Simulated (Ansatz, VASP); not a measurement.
HgTe: VASP beside Ansatz

The input INCAR:

```
SYSTEM = HgTe
ALGO = Normal
EDIFF = 1E-7
ENCUT = 520
GGA = PE
ISIF = 2
ISMEAR = 0
LASPH = .True.
LCHARG = .True.
LELF = .True.
LREAL = .False.
LVHAR = .True.
LWAVE = .False.
NBANDS = 16
NELM = 60
PREC = Accurate
SIGMA = 0.15
```

Contents of KPOINTS:

```
k-points
0
Gamma
  14 14 14
  0 0 0
```

File POSCAR:

```
HgTe
1.0
    0.0000000000      3.1026187500      3.1026187500
    3.2235000000     -0.1208812500      3.2235000000
    3.2235000000      3.2235000000     -0.1208812500
Hg Te
1 1
Direct
    0.0000000000      0.0000000000      0.0000000000
    0.7500000000      0.7500000000      0.7500000000
```

Input for Ansatz:

```yaml
crystal:
  lattice:
    - [0.0, 3.10261875, 3.10261875]
    - [3.2235, -0.12088125, 3.2235]
    - [3.2235, 3.2235, -0.12088125]
  atoms:
    - { symbol: Hg, position: [0.0, 0.0, 0.0] }
    - { symbol: Te, position: [0.75, 0.75, 0.75] }
basis:
  ecutwfc: 420
kpoints:
  mp_grid: { grid: [14, 14, 14] }
hamiltonian:
  xc: pbe
scf:
  occupations: { method: gaussian, width: 0.15 }
output:
  forces: true
  stress: true
  eigenvalues: true
```

Change from the starting cell: strain -0.0750 x Voigt [0, 0, 0, 1, 0, 0], atoms carried along.

Alike in both runs: task single point; functional PBE; k mesh 14 × 14 × 14; occupations gaussian, width 0.15 eV; no spin polarisation.

```csv
,VASP,Ansatz
version,VASP 6.6.1,Ansatz 0.2.0
potentials or method,"VASP PAW PBE potentials, release 64 (Hg, Te), cutoff 520 eV","scalar-relativistic, plane waves, PAW"
valence electrons in the cell,18,36
```

|  | VASP | Ansatz | Ansatz less VASP |
| --- | --- | --- | --- |
| gap on the k mesh at the Fermi level (eV) | none | none | - |
| pressure (GPa) | 4.6 | 4.5 | -0.09 |
| traceless stress, the component that is largest in VASP (GPa) | 3.37 | 3.33 | -0.037 |
| rms of the force components (eV/Å) | 0.303 | 0.297 | -0.0058 |

Atom by atom the forces differ by 0.006 eV/Å (rms over components). A gap of «none» marks a metal or a gap that the smearing closes. VASP's potentials hold 18 valence electrons a cell and Ansatz's 36, so a difference there can come from the potentials and not from the codes.

Neither program's run includes spin-orbit coupling.
